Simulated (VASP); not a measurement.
# Bi (R-3m) in VASP: single point with PBE

Aim: the single point of Bi with PBE.

Everything below comes from runs of VASP 6.6.1. Logs are shortened: lines on timing, memory, paths and dates and some standing lists are left out, and cuts for length are marked.

### Step 1. The cell of the first run

Symmetry: R-3m, No. 166, trigonal system. Conventional cell: a = 4.580 Å, b = 4.580 Å, c = 12.202 Å, α = 90.00°, β = 90.00°, γ = 120.00°. Bi (site symmetry 3m) has 6 Bi at 3.11 to 3.60 Å within 4.1 Å.

### Step 2. Single point, PBE

INCAR

```
PREC = Accurate ; ENCUT = 520
EDIFF = 1E-6 ; ISMEAR = 0
SIGMA = 0.1 ; LREAL = False
LASPH = True ; NELM = 80
ALGO = Fast ; ISIF = 2
LWAVE = False ; LCHARG = True
GGA = PE ; LELF = True
LVHAR = True ; NBANDS = 22
```

KPOINTS

```
regular mesh
0
Gamma
  16 16 16
```

POSCAR

```
Bi
1.0
    2.2901632348      1.3222263601      4.0672046903
   -2.2901632348      1.3222263601      4.0672046903
    0.0000000000     -2.6444527202      4.0672046903
Bi
2
Direct
    0.2334870473      0.2334870473      0.2334870473
    0.7665129527      0.7665129527      0.7665129527
```

Potentials or basis: VASP PAW PBE potentials, release 64 (Bi_d).

Started as:

```
> cat potpaw_PBE.64/Bi_d/POTCAR > POTCAR
> mpirun -np 1 vasp_std > vasp.out
```

OUTCAR:

```text
PREC = Accurate
   ENCUT = 520
   EDIFF = 1E-6
   ISMEAR = 0
   LREAL = False
   LASPH = True
   NELM = 80
   ISIF = 2
   GGA = PE

 ion  position               nearest neighbor table
   1  0.233  0.233  0.233-   2 3.11   2 3.11   2 3.11   2 3.60   2 3.60   2 3.60
   2  0.767  0.767  0.767-   1 3.11   1 3.11   1 3.11   1 3.60   1 3.60   1 3.60

  LATTYP: Found a trigonal (rhomboedric) cell.
 ALAT       =     4.8513177779
 COS(alpha) =     0.5542991874

  Lattice vectors:

 A1 = (   2.2901632348,   1.3222263601,   4.0672046903)
 A2 = (  -2.2901632348,   1.3222263601,   4.0672046903)
 A3 = (   0.0000000000,  -2.6444527202,   4.0672046903)

Analysis of symmetry for initial positions (statically):
=====================================================================
 Subroutine PRICEL returns:
 Original cell was already a primitive cell.

 Routine SETGRP: Setting up the symmetry group for a
 trigonal (rhombohedral) supercell.

 Subroutine GETGRP returns: Found 12 space group operations
 (whereof 12 operations were pure point group operations)
 out of a pool of 12 trial point group operations.

The static configuration has the point symmetry D_3d.

Analysis of symmetry for dynamics (positions and initial velocities):
=====================================================================
 Subroutine PRICEL returns:
 Original cell was already a primitive cell.

 Routine SETGRP: Setting up the symmetry group for a
 trigonal (rhombohedral) supercell.

 Subroutine GETGRP returns: Found 12 space group operations
 (whereof 12 operations were pure point group operations)
 out of a pool of 12 trial point group operations.

The dynamic configuration has the point symmetry D_3d.

 Subroutine INISYM returns: Found 12 space group operations
 (whereof 12 operations are pure point group operations),
 and found     1 'primitive' translations

----------------------------------------------------------------------------------------

                                     Primitive cell

  volume of cell :      73.8958

  direct lattice vectors                    reciprocal lattice vectors
     2.290163235  1.322226360  4.067204690     0.218325049  0.126050026  0.081956370
    -2.290163235  1.322226360  4.067204690    -0.218325049  0.126050026  0.081956370
     0.000000000 -2.644452720  4.067204690     0.000000000 -0.252100051  0.081956370

[... 73 lines left out ...]
 SYSTEM =  unknown system
   PREC   = accura    normal or accurate (medium, high low for compatibility)
   ISTART =      0    job   : 0-new  1-cont  2-samecut
   ICHARG =      2    charge: 1-file 2-atom 10-const
   ISPIN  =      1    spin polarized calculation?
   LNONCOLLINEAR =      F non collinear calculations
   LSORBIT =      F    spin-orbit coupling
   LASPH  =      T    aspherical Exc in radial PAW
   ENCUT  =  520.0 eV  38.22 Ry    6.18 a.u.   9.02  9.02  9.02*2*pi/ulx,y,z
   NELM   =     80;   NELMIN=  2; NELMDL= -5     # of ELM steps
   EDIFF  = 0.1E-05   stopping-criterion for ELM
   LREAL  =      F    real-space projection
   EDIFFG = 0.1E-04   stopping-criterion for IOM
   NSW    =      0    number of steps for IOM
   IBRION =     -1    ionic relax: 0-MD 1-quasi-New 2-CG
   NFREE  =      0    steps in history (QN), initial steepest desc. (CG)
   ISIF   =      2    stress and relaxation
   ISYM   =      2    0-nonsym 1-usesym 2-fastsym
   POTIM  = 0.5000    time-step for ionic-motion
   TEBEG  =    0.0;   TEEND  =   0.0 temperature during run
   PSTRESS=    0.0 pullay stress
   NELECT =      30.0000    total number of electrons
   NUPDOWN=      -1.0000    fix difference up-down
   EMIN   =  10.00;   EMAX   =-10.00  energy-range for DOS
   EFERMI =   0.00;   METHOD = LEGACY
   ISMEAR =     0;   SIGMA  =   0.10  broadening in eV -4-tet -1-fermi 0-gaus
   EFERMI_NEDOS =   21; number of points for ismear=-14 and -15
   IALGO  =     68    algorithm
   IMIX   =      4    mixing-type and parameters
     AMIX     =   0.40;   BMIX     =  1.00
     AMIX_MAG =   1.60;   BMIX_MAG =  1.00
  volume/ion in A,a.u.               =      36.95       249.34
  Fermi-wavevector in a.u.,A,eV,Ry     =   1.212203  2.290732 19.992897  1.469436
  Thomas-Fermi vector in A             =   2.347695
   LORBIT       =      0    0 simple, 1 ext, 2 COOP (PROOUT), +10 PAW based schemes
   GGA     = PE    functional components
   LHFCALC =     F    Hartree Fock is set to
   AEXX    =    0.0000 exact exchange contribution
   IVDW    =     0    specifies the selected vdW correction
   LEPSILON=     F    determine dielectric tensor
   LRPA    =     F    only Hartree local field effects (RPA)
 non-spin polarized calculation
 RMM-DIIS sequential band-by-band and
 Gauss-broadening in eV      SIGMA  =   0.10
  energy-cutoff  :      520.00
  volume of cell :       73.90
 maximum number of plane-waves:      2017
   NGX = 19   NGY = 19   NGZ = 19

 number of electron      29.9999995 magnetization

 Free energy of the ion-electron system (eV)
  ---------------------------------------------------
  ext. energy  EPLUGINS =         0.00000000
  ---------------------------------------------------
  free energy    TOTEN  =        -7.77211404 eV

  energy without entropy =       -7.77121249  energy(sigma->0) =       -7.77166327

 E-fermi :   5.8352     XC(G=0):  -9.3012

 val. band max:        5.8051073020   @ k =   0.3750   0.1875   0.1875
 cond. band min:       5.8482171530   @ k =  -0.4375   0.5000   0.4375
 fundamental gap:      0.0431098511
 Fermi energy:         5.8352100030

 k-point     1 :       0.0000    0.0000    0.0000
  band No.  band energies     occupation
      1     -17.0591      2.00000
      2     -17.0591      2.00000
      3     -16.9268      2.00000
      4     -16.9268      2.00000
      5     -16.9138      2.00000
      6     -16.7673      2.00000
[... 589 lines left out ...]
     21      11.8782      0.00000
     22      12.3613      0.00000

 [... further k-points ...]
[... 5 lines left out ...]
  --------------------------------------------------------------------------------------
  -------------------------------------------------------------------------------------
  Total        0.0027206      0.0027206     -0.0012711      0.0000000      0.0000000      0.0000000
  in kB        0.0589877      0.0589877     -0.0275600      0.0000000      0.0000000      0.0000000
  external PRESSURE =       0.0301385 kB  Pullay stress =       0.0000000 kB

 VOLUME and BASIS-vectors are now :
 -----------------------------------------------------------------------------
  energy-cutoff  :      520.00
  volume of cell :       73.90
      direct lattice vectors                 reciprocal lattice vectors
     2.290163235  1.322226360  4.067204690     0.218325049  0.126050026  0.081956370
    -2.290163235  1.322226360  4.067204690    -0.218325049  0.126050026  0.081956370
     0.000000000 -2.644452720  4.067204690     0.000000000 -0.252100051  0.081956370

 POSITION                                       TOTAL-FORCE (eV/Angst)
 -----------------------------------------------------------------------------------
      0.00000      0.00000      2.84892         0.000000     -0.000000      0.004235
      0.00000      0.00000      9.35270         0.000000      0.000000     -0.004235
 -----------------------------------------------------------------------------------
    total drift:                                0.000000     -0.000000      0.000000

  FREE ENERGIE OF THE ION-ELECTRON SYSTEM (eV)
  ---------------------------------------------------
  free  energy   TOTEN  =        -7.7721140404 eV

  energy  without entropy=       -7.7712124945  energy(sigma->0) =       -7.77166327
```

OSZICAR:

```text
N       E                     dE             d eps       ncg     rms          rms(c)
DAV:   1     0.306909779216E+03    0.30691E+03   -0.16218E+04 18356   0.161E+03
DAV:   2     0.184115747175E+02   -0.28850E+03   -0.28133E+03 18636   0.431E+02
DAV:   3    -0.686629513252E+01   -0.25278E+02   -0.25007E+02 22292   0.142E+02
DAV:   4    -0.773661684703E+01   -0.87032E+00   -0.86996E+00 22688   0.293E+01
DAV:   5    -0.777298279912E+01   -0.36366E-01   -0.36365E-01 26446   0.536E+00    0.105E+00
RMM:   6    -0.777104432818E+01    0.19385E-02   -0.13350E-02 22469   0.126E+00    0.644E-01
RMM:   7    -0.777154834529E+01   -0.50402E-03   -0.15463E-02 21354   0.129E+00    0.105E-01
RMM:   8    -0.777195482334E+01   -0.40648E-03   -0.44243E-03 25542   0.707E-01    0.277E-02
RMM:   9    -0.777210630578E+01   -0.15148E-03   -0.15354E-03 30673   0.313E-01    0.330E-02
RMM:  10    -0.777211849308E+01   -0.12187E-04   -0.14142E-04 29726   0.895E-02    0.335E-02
RMM:  11    -0.777212123323E+01   -0.27401E-05   -0.26706E-05 26667   0.358E-02    0.348E-02
RMM:  12    -0.777211402407E+01    0.72092E-05   -0.30887E-05 27105   0.404E-02    0.124E-02
RMM:  13    -0.777211404036E+01   -0.16290E-07   -0.39691E-06 19270   0.181E-02
   1 F= -.77721140E+01 E0= -.77716633E+01  d E =-.901546E-03
```

Run time: 10 min. Hardware: 1 thread of Intel Xeon Platinum 8488C (Sapphire Rapids), shared host; peak memory 0.6 GiB.

What came out:

- Free energy: -7.7721 eV
- Pressure: 0.0 GPa
- Largest force: 0.004 eV/Å
- Band gap on the k mesh: zero (bands 15 and 16 overlap by 0.26 eV)

Forces on the atoms (eV/Å):
```
Bi   0.000  0.000  0.004
Bi   0.000  0.000 -0.004
```

Levels at points of the mesh, in eV from the Fermi level:
| k point | band 11 | band 12 | band 13 | band 14 | band 15 | band 16 | band 17 | band 18 | band 19 | band 20 |
| --- | --- | --- | --- | --- | --- | --- | --- | --- | --- | --- |
| (0.00, 0.00, 0.00) | -12.84 | -7.69 | -1.53 | -1.12 | -1.12 | 2.35 | 2.80 | 2.80 | 5.58 | 5.83 |
| (0.50, 0.00, 0.00) | -11.05 | -10.40 | -1.45 | -1.18 | -0.35 | -0.24 | 0.49 | 1.06 | 7.24 | 8.11 |
| (0.50, 0.50, 0.00) | -11.16 | -9.50 | -4.45 | -2.91 | -2.71 | 2.38 | 4.62 | 5.23 | 6.27 | 8.94 |
| (0.50, 0.50, 0.50) | -11.77 | -9.82 | -0.91 | -0.57 | -0.57 | 0.73 | 0.77 | 0.77 | 6.76 | 8.86 |

Caveat: spin-orbit coupling is left out, which moves the levels of the heavy elements.

The gap in the log of VASP goes by the Fermi energy; the results here count the filled bands.